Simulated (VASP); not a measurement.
A run of VASP 6.6.1 is set up as follows.

The input INCAR:

```
  PREC = Accurate
  ENCUT = 520
  EDIFF = 1E-7
  ISMEAR = -1
  SIGMA = 0.05
  LREAL = False
  LASPH = True
  NELM = 60
  ALGO = Normal
  ISIF = 2
  LWAVE = False
  LCHARG = False
  GGA = PS
  IVDW = 12
  NBANDS = 28
```

The input KPOINTS:

```
regular mesh
0
Gamma
  7 7 7
```

File POSCAR:

```
BaTiO3
1.0
    2.7932253321      1.6126693974      2.2845104839
   -2.7932253321      1.6126693974      2.2845104839
    0.0000000000     -3.2253387948      2.2845104838
Ba Ti O
1 1 3
Direct
   -0.0003932839     -0.0003932839     -0.0003932839
    0.4912024741      0.4912024741      0.4912024741
    0.5082571761      0.0118764575      0.5082571761
    0.0118764575      0.5082571761      0.5082571761
    0.5082571761      0.5082571761      0.0118764575
```

Potentials or basis: VASP PAW PBE potentials, release 64 (Ba_sv, Ti_sv, O).

Launch:

```bash
$ cat potpaw_PBE.64/Ba_sv/POTCAR potpaw_PBE.64/Ti_sv/POTCAR potpaw_PBE.64/O/POTCAR > POTCAR
$ mpirun -np 1 vasp_std > vasp.out
```

(1) What does it give for the pressure?

(2) What does it give for the band gap on the k mesh?

(3) Estimate the dispersion energy per atom.

(4) What does it give for the largest force?

## Answers

(1) 2.2 GPa.

(2) 2.14 eV (least direct gap 2.30 eV).

(3) -0.275 eV.

(4) 0.040 eV/Å.

Caveat: the PAW data sets were made with another functional, which shifts forces and pressure a little; spin-orbit coupling is left out, which moves the levels of the heavy elements; an odd mesh through Γ misses points on the zone boundary, where band edges can lie.
